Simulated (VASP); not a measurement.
Wanted: the native input for a VASP 6.6.1 run.

* Task: single point
* Functional: B3LYP
* Dispersion: D4
* Potentials or basis: VASP PAW PBE potentials, release 64 (Rb_sv)
* Cutoff: 520 eV
* k mesh: 4 × 4 × 4
* Occupations: gaussian, width 0.02 eV
* Spin: collinear spin
* Starting moments: [0.5] μB
* Dipole correction: no
* Grid for exact exchange (PRECFOCK): Normal
* Further INCAR settings: ALGO = Normal; EDIFF = 1e-06; NBANDS = 14
* Share of exact exchange: 0.2

Rb:

```
CELL_PARAMETERS angstrom
-2.80250 2.80250 2.80250
2.80250 -2.80250 2.80250
2.80250 2.80250 -2.80250
ATOMIC_POSITIONS crystal
Rb 0.00000 0.00000 0.00000
```

The input as run:

POSCAR

```
Rb
1.0
   -2.8025000000      2.8025000000      2.8025000000
    2.8025000000     -2.8025000000      2.8025000000
    2.8025000000      2.8025000000     -2.8025000000
Rb
1
Direct
    0.0000000000      0.0000000000      0.0000000000
```

INCAR.step1

```
SYSTEM = Rb
  PREC = Accurate
  ENCUT = 520
  EDIFF = 1E-5
  ISMEAR = 0
  SIGMA = 0.02
  LREAL = .False.
  LASPH = .True.
  NELM = 150
  ALGO = Normal
  ISIF = 2
  LWAVE = .True.
  LCHARG = .False.
  ISPIN = 2
  MAGMOM = 0.5
  LORBIT = 11
  NBANDS = 14
  GGA = PE
```

INCAR.step2

```
SYSTEM = Rb
  PREC = Accurate
  ENCUT = 520
  EDIFF = 1E-6
  ISMEAR = 0
  SIGMA = 0.02
  LREAL = .False.
  LASPH = .True.
  NELM = 150
  ALGO = Normal
  ISIF = 2
  LWAVE = .False.
  LCHARG = .False.
  ISPIN = 2
  MAGMOM = 0.5
  LORBIT = 11
  GGA = B3
  LHFCALC = .True.
  AEXX = 0.2
  AGGAX = 0.72
  AGGAC = 0.81
  ALDAC = 0.19
  PRECFOCK = Normal
  IVDW = 13
  NBANDS = 14
  ISTART = 1
```

KPOINTS

```
Automatic mesh
0
Gamma
  4 4 4
  0 0 0
```

Potentials or basis: VASP PAW PBE potentials, release 64 (Rb_sv).

Command:

```bash
$ cat potpaw_PBE.64/Rb_sv/POTCAR > POTCAR
$ cp INCAR.step1 INCAR
$ mpirun -np 1 vasp_std > vasp.out
$ cp INCAR.step2 INCAR
$ mpirun -np 1 vasp_std > vasp.out
```

It gave:

| Quantity | Value |
| --- | --- |
| Pressure | 0.0 GPa |
| Net moment | 0.41 μB per cell |
| Site moments | Rb +0.03 μB |
| Valence electrons inside the program's atomic spheres | Rb 7.37 |
| Dispersion energy per atom | -0.127 eV |

Caveat: the k points lie up to 0.40 Å⁻¹ apart; the PAW data sets were made with another functional, which shifts forces and pressure a little.

It took 13 min on 1 thread of Oxide Virtual Turin-like Processor (shared host), peak memory 0.22 GiB.
